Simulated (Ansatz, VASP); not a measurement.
## SnPb3S4 in VASP and in Ansatz

The input INCAR:

```
SYSTEM = SnPb3S4
PREC     = Accurate       ! precision mode
ENCUT    = 520            ! plane-wave cutoff, eV
EDIFF    = 1E-6           ! SCF threshold, eV
ISMEAR   = 0              ! smearing method
SIGMA    = 0.2            ! smearing width, eV
LREAL    = .False.        ! projectors in reciprocal space
LASPH    = .True.         ! aspherical terms in the spheres
NELM     = 80             ! most SCF steps
ALGO     = Normal         ! electronic algorithm
ISIF     = 2              ! what is computed and relaxed
LWAVE    = .False.        ! write WAVECAR
LCHARG   = .True.         ! write CHGCAR
GGA      = PE             ! functional
LELF     = .True.         ! ELF
LVHAR    = .True.       
NBANDS   = 50             ! bands
```

The input KPOINTS:

```
Automatic mesh
0
Gamma
  4 4 4
  0 0 0
```

The input POSCAR:

```
SnPb3S4
1.0
    5.9732223000      0.0000000000      0.0000000000
    0.0000000000      5.9732223000      0.0000000000
    0.0000000000      0.0000000000      5.9732223000
Sn Pb S
1 3 4
Direct
    0.0000000000      0.0000000000      0.0000000000
    0.5000000000      0.5000000000      0.0000000000
    0.0000000000      0.5000000000      0.5000000000
    0.5000000000      0.0000000000      0.5000000000
    0.0000000000      0.0000000000      0.5000000000
    0.5000000000      0.0000000000      0.0000000000
    0.0000000000      0.5000000000      0.0000000000
    0.5000000000      0.5000000000      0.5000000000
```

Input for Ansatz:

```yaml
crystal:
  lattice:
    - [5.9732223, 0.0, 0.0]
    - [0.0, 5.9732223, 0.0]
    - [0.0, 0.0, 5.9732223]
  atoms:
    - { symbol: Sn, position: [0.0, 0.0, 0.0] }
    - { symbol: Pb, position: [0.5, 0.5, 0.0] }
    - { symbol: Pb, position: [0.0, 0.5, 0.5] }
    - { symbol: Pb, position: [0.5, 0.0, 0.5] }
    - { symbol: S, position: [0.0, 0.0, 0.5] }
    - { symbol: S, position: [0.5, 0.0, 0.0] }
    - { symbol: S, position: [0.0, 0.5, 0.0] }
    - { symbol: S, position: [0.5, 0.5, 0.5] }
basis:
  ecutwfc: 420
kpoints:
  mp_grid: { grid: [4, 4, 4] }
hamiltonian:
  xc: pbe
scf:
  occupations: { method: gaussian, width: 0.2 }
  lower_state_search: "off"
output:
  forces: true
  stress: true
  eigenvalues: true
```

Alike in both runs: task single point; functional PBE; k mesh 4 × 4 × 4; occupations gaussian, width 0.2 eV; no spin polarisation.

|  | VASP | Ansatz |
| --- | --- | --- |
| version | VASP 6.6.1 | Ansatz 0.2.0 |
| potentials or method | VASP PAW PBE potentials, release 64 (Sn_d, Pb_d, S), cutoff 520 eV | scalar-relativistic, plane waves, PAW |
| valence electrons in the cell | 80 | 80 |

```csv
,VASP,Ansatz,Ansatz less VASP
gap on the k mesh at the Fermi level (eV),none,none,-
pressure (GPa),0.0,0.1,+0.07
```

A gap of «none» marks a metal or a gap that the smearing closes. The functional is the same, so the differences come from potentials, cutoffs and numerics.

Neither program's run includes spin-orbit coupling.
